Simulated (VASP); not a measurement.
# Mn (R-3) in VASP: further runs, part 2 of 2

VASP 6.6.1.

## 3. Single point, PBE

INCAR

```
PREC = Accurate
ENCUT = 520
EDIFF = 1E-6
ISMEAR = 0
SIGMA = 0.1
LREAL = F
LASPH = T
NELM = 80
ALGO = Fast
ISIF = 2
LWAVE = F
LCHARG = F
GGA = PE
NBANDS = 48
```

KPOINTS

```
regular mesh
0
Gamma
  9 9 9
```

POSCAR

```
Mn
1.0
    4.8259010386      2.7862352637      0.8535160368
   -4.8259010386      2.7862352637      0.8535160368
    0.0000000000     -5.5724705275      0.8535160368
Mn
6
Direct
    0.4603104272      0.2269702825      0.0550441991
    0.0550441991      0.4603104272      0.2269702825
    0.2269702825      0.0550441991      0.4603104272
    0.5396895728      0.7730297175      0.9449558009
    0.9449558009      0.5396895728      0.7730297175
    0.7730297175      0.9449558009      0.5396895728
```

Potentials or basis: VASP PAW PBE potentials, release 64 (Mn_pv).

Command:

```
$ cat potpaw_PBE.64/Mn_pv/POTCAR > POTCAR
$ mpirun -np 1 vasp_std > vasp.out
```

OUTCAR:

```text
PREC = Accurate
   ENCUT = 520
   EDIFF = 1E-6
   ISMEAR = 0
   LREAL = F
   LASPH = T
   NELM = 80
   ISIF = 2
   GGA = PE

 ion  position               nearest neighbor table
   1  0.460  0.227  0.055-   5 2.34   6 2.34   6 2.35   5 2.35   2 2.36   3 2.36   4 2.64   3 2.79
                             2 2.79
   2  0.055  0.460  0.227-   4 2.34   6 2.34   6 2.35   4 2.35   1 2.36   3 2.36   5 2.64   3 2.79
                             1 2.79
   3  0.227  0.055  0.460-   4 2.34   5 2.34   5 2.35   4 2.35   2 2.36   1 2.36   6 2.64   1 2.79
                             2 2.79
   4  0.540  0.773  0.945-   2 2.34   3 2.34   3 2.35   2 2.35   5 2.36   6 2.36   1 2.64   6 2.79
                             5 2.79
   5  0.945  0.540  0.773-   1 2.34   3 2.34   3 2.35   1 2.35   4 2.36   6 2.36   2 2.64   6 2.79
                             4 2.79
   6  0.773  0.945  0.540-   1 2.34   2 2.34   2 2.35   1 2.35   5 2.36   4 2.36   3 2.64   4 2.79
                             5 2.79

  LATTYP: Found a trigonal (rhomboedric) cell.
 ALAT       =     5.6374566432
 COS(alpha) =    -0.4656166490

  Lattice vectors:

 A1 = (   4.8259010386,   2.7862352637,   0.8535160368)
 A2 = (  -4.8259010386,   2.7862352637,   0.8535160368)
 A3 = (   0.0000000000,  -5.5724705275,   0.8535160368)

Analysis of symmetry for initial positions (statically):
=====================================================================
 Subroutine PRICEL returns:
 Original cell was already a primitive cell.

 Routine SETGRP: Setting up the symmetry group for a
 trigonal (rhombohedral) supercell.

 Subroutine GETGRP returns: Found  6 space group operations
 (whereof  6 operations were pure point group operations)
 out of a pool of 12 trial point group operations.

The static configuration has the point symmetry S_6 .

Analysis of symmetry for dynamics (positions and initial velocities):
=====================================================================
 Subroutine PRICEL returns:
 Original cell was already a primitive cell.

 Routine SETGRP: Setting up the symmetry group for a
 trigonal (rhombohedral) supercell.
[... 133 lines left out ...]
     AMIX_MAG =   1.60;   BMIX_MAG =  1.00
  volume/ion in A,a.u.               =      11.48        77.45
  Fermi-wavevector in a.u.,A,eV,Ry     =   1.706554  3.224919 39.624600  2.912326
  Thomas-Fermi vector in A             =   2.785569
   LORBIT       =      0    0 simple, 1 ext, 2 COOP (PROOUT), +10 PAW based schemes
   GGA     = PE    functional components
   LHFCALC =     F    Hartree Fock is set to
   AEXX    =    0.0000 exact exchange contribution
   IVDW    =     0    specifies the selected vdW correction
   LEPSILON=     F    determine dielectric tensor
   LRPA    =     F    only Hartree local field effects (RPA)
 non-spin polarized calculation
 RMM-DIIS sequential band-by-band and
 Gauss-broadening in eV      SIGMA  =   0.10
  energy-cutoff  :      520.00
  volume of cell :       68.86
 maximum number of plane-waves:      1871
 NGX is ok and might be reduce to    42
   NGX = 21   NGY = 21   NGZ = 21

 number of electron      78.0000024 magnetization

 Free energy of the ion-electron system (eV)
  ---------------------------------------------------
  ext. energy  EPLUGINS =         0.00000000
  ---------------------------------------------------
  free energy    TOTEN  =       -51.78731484 eV

  energy without entropy =      -51.73568577  energy(sigma->0) =      -51.76150031

 E-fermi :   9.6963     XC(G=0): -13.5260

 val. band max:        9.6951346099   @ k =   0.3333   0.1111   0.1111
 cond. band min:       9.7019421103   @ k =   0.3333   0.2222  -0.0000
 fundamental gap:      0.0068075004
 Fermi energy:         9.6963459454

 k-point     1 :       0.0000    0.0000    0.0000
  band No.  band energies     occupation
      1     -38.7556      2.00000
      2     -38.5979      2.00000
      3     -38.5949      2.00000
      4     -38.5949      2.00000
      5     -38.5059      2.00000
      6     -38.5059      2.00000
[... 1213 lines left out ...]
     47      11.1663      0.00000
     48      11.3946      0.00000

 [... further k-points ...]
[... 5 lines left out ...]
  --------------------------------------------------------------------------------------
  -------------------------------------------------------------------------------------
  Total       -0.0716442     -0.0716442     -0.0023204      0.0000002      0.0000000      0.0000000
  in kB       -1.6669873     -1.6669873     -0.0539892      0.0000048      0.0000000      0.0000000
  external PRESSURE =      -1.1293213 kB  Pullay stress =       0.0000000 kB

 VOLUME and BASIS-vectors are now :
 -----------------------------------------------------------------------------
  energy-cutoff  :      520.00
  volume of cell :       68.86
      direct lattice vectors                 reciprocal lattice vectors
     4.825901039  2.786235264  0.853516037     0.103607595  0.059817873  0.390541383
    -4.825901039  2.786235264  0.853516037    -0.103607595  0.059817873  0.390541383
     0.000000000 -5.572470528  0.853516037     0.000000000 -0.119635746  0.390541383

 POSITION                                       TOTAL-FORCE (eV/Angst)
 -----------------------------------------------------------------------------------
      1.12608      1.60819      0.63359         0.004305     -0.001110      0.005078
     -1.95577      0.17111      0.63359        -0.001191      0.004284      0.005078
      0.82970     -1.77931      0.63359        -0.003114     -0.003173      0.005078
     -1.12608     -1.60819      1.92696        -0.004305      0.001110     -0.005078
      1.95577     -0.17111      1.92696         0.001191     -0.004284     -0.005078
     -0.82970      1.77931      1.92696         0.003114      0.003173     -0.005078
 -----------------------------------------------------------------------------------
    total drift:                               -0.000000     -0.000000      0.000000

  FREE ENERGIE OF THE ION-ELECTRON SYSTEM (eV)
  ---------------------------------------------------
  free  energy   TOTEN  =       -51.7873148414 eV

  energy  without entropy=      -51.7356857705  energy(sigma->0) =      -51.76150031
```

OSZICAR:

```text
N       E                     dE             d eps       ncg     rms          rms(c)
DAV:   1     0.104011840621E+04    0.10401E+04   -0.44611E+04 12312   0.229E+03
DAV:   2     0.236390417517E+02   -0.10165E+04   -0.98779E+03 12000   0.652E+02
DAV:   3    -0.573654527443E+02   -0.81004E+02   -0.76720E+02 14064   0.192E+02
DAV:   4    -0.605310407737E+02   -0.31656E+01   -0.29129E+01 14888   0.357E+01
DAV:   5    -0.606136884004E+02   -0.82648E-01   -0.81720E-01 12856   0.620E+00    0.302E+01
RMM:   6    -0.514042332075E+02    0.92095E+01   -0.62228E+01 12026   0.566E+01    0.341E+00
RMM:   7    -0.517188181627E+02   -0.31458E+00   -0.57573E+00 13847   0.124E+01    0.180E+00
RMM:   8    -0.517819143938E+02   -0.63096E-01   -0.11611E+00 14529   0.372E+00    0.928E-01
RMM:   9    -0.517871898732E+02   -0.52755E-02   -0.27222E-01 12777   0.350E+00    0.761E-01
RMM:  10    -0.517863077623E+02    0.88211E-03   -0.64289E-02 15503   0.129E+00    0.276E-01
RMM:  11    -0.517871748030E+02   -0.86704E-03   -0.18965E-02 17387   0.604E-01    0.119E-01
RMM:  12    -0.517874696458E+02   -0.29484E-03   -0.24858E-03 15857   0.260E-01    0.146E-01
RMM:  13    -0.517872367382E+02    0.23291E-03   -0.19427E-03 14168   0.294E-01    0.155E-02
RMM:  14    -0.517873100601E+02   -0.73322E-04   -0.70407E-04 16677   0.102E-01    0.108E-02
RMM:  15    -0.517873191568E+02   -0.90967E-05   -0.92882E-05 16976   0.411E-02    0.100E-02
RMM:  16    -0.517873146362E+02    0.45205E-05   -0.20652E-05 12197   0.241E-02    0.270E-03
RMM:  17    -0.517873148414E+02   -0.20515E-06   -0.72977E-06 11783   0.908E-03
   1 F= -.51787315E+02 E0= -.51761500E+02  d E =-.516291E-01
```

stdout:

```text
POSCAR found type information on POSCAR Mn
 POSCAR found :  1 types and       6 ions
 scaLAPACK will be used
 LDA part: xc-table for (Slater+PW92), standard interpolation
 POSCAR, INCAR and KPOINTS ok, starting setup
 FFT: planning ... GRIDC
 FFT: planning ... GRID_SOFT
 FFT: planning ... GRID
 WAVECAR not read
 entering main loop
```

Wall time 28 min (1 thread of Intel Xeon 8259CL, shared host); peak memory 0.41 GiB.

Results:

```
Free energy            : -51.7873 eV
Pressure               : -0.1 GPa
Largest force          : 0.007 eV/Å
Band gap on the k mesh : zero (bands 39 and 40 overlap by 0.94 eV)
```

Forces on the atoms (eV/Å):
```
Mn   0.004 -0.001  0.005
Mn  -0.001  0.004  0.005
Mn  -0.003 -0.003  0.005
Mn  -0.004  0.001 -0.005
Mn   0.001 -0.004 -0.005
Mn   0.003  0.003 -0.005
```

Levels at points of the mesh, in eV from the Fermi level:
```
           k point  band 36  band 37  band 38  band 39  band 40  band 41  band 42  band 43
(0.00, 0.00, 0.00)    -0.52    -0.51    -0.51    -0.49    -0.39    -0.20     0.22     0.22
```

Caveat: the run has no spin polarisation, though such a crystal can be magnetic. Spin polarisation is off, so any magnetic state and its effect on volume and gap are missing.
